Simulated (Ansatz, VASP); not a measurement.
# MgS: VASP beside Ansatz

POSCAR

```
MgS
1.0
    0.0000000000      2.7752850422      2.7752850422
    2.7752850422      0.0000000000      2.7752850422
    2.7752850422      2.7752850422      0.0000000000
S Mg
1 1
Direct
    0.2500000000      0.2500000000      0.2500000000
    0.0000000000      0.0000000000      0.0000000000
```

Contents of INCAR.step1:

```
SYSTEM = MgS
  ALGO = Normal
  EDIFF = 1E-5
  ENCUT = 920
  GGA = PE
  GGA_COMPAT = .FALSE.
  ISMEAR = -1
  LASPH = .TRUE.
  LCHARG = .FALSE.
  LREAL = .FALSE.
  LWAVE = .TRUE.
  NBANDS = 15
  NELM = 120
  PREC = Accurate
  SIGMA = 0.05
```

Contents of INCAR.step2:

```
SYSTEM = MgS
  ALGO = Normal
  EDIFF = 1E-6
  ENCUT = 920
  GGA_COMPAT = .FALSE.
  ISIF = 2
  ISMEAR = -1
  ISTART = 1
  LASPH = .TRUE.
  LCHARG = .TRUE.
  LELF = .TRUE.
  LMIXTAU = .TRUE.
  LREAL = .FALSE.
  LVHAR = .TRUE.
  LWAVE = .FALSE.
  METAGGA = R2SCAN
  NBANDS = 15
  NELM = 120
  PREC = Accurate
  SIGMA = 0.05
```

File KPOINTS:

```
k-points
0
G
  8 8 8
  0 0 0
```

input.yaml

```yaml
crystal:
  lattice:
    - [0.0, 2.7752850422, 2.7752850422]
    - [2.7752850422, 0.0, 2.7752850422]
    - [2.7752850422, 2.7752850422, 0.0]
  atoms:
    - { symbol: S, position: [0.25, 0.25, 0.25] }
    - { symbol: Mg, position: [0.0, 0.0, 0.0] }
hamiltonian:
  xc: r2scan
  pseudopotentials: { kind: paw }
kpoints:
  mp_grid: { grid: [8, 8, 8] }
scf:
  occupations: { method: fermi_dirac, width: 0.05 }
output:
  forces: true
  stress: true
  eigenvalues: true
```

Alike in both runs: task single point; functional r2SCAN; k mesh 8 × 8 × 8; occupations fermi-dirac, width 0.05 eV; no spin polarisation.

|  | VASP | Ansatz |
| --- | --- | --- |
| version | VASP 6.6.1 | Ansatz 0.2.0 |
| potentials or method | VASP PAW PBE potentials, release 64 (S, Mg_sv) | Ansatz PAW |
| plane-wave cutoff (eV) | 920 | 500 |
| valence electrons in the cell | 16 | 16 |

|  | VASP | Ansatz | Ansatz less VASP |
| --- | --- | --- | --- |
| gap on the k mesh at the Fermi level (eV) | 4.28 | 4.27 | -0.004 |
| least direct gap on the mesh (eV) | 4.47 | 4.47 | -0.001 |
| pressure (GPa) | 4.2 | 4.0 | -0.13 |

VASP's potentials were made for PBE, not for r2SCAN.
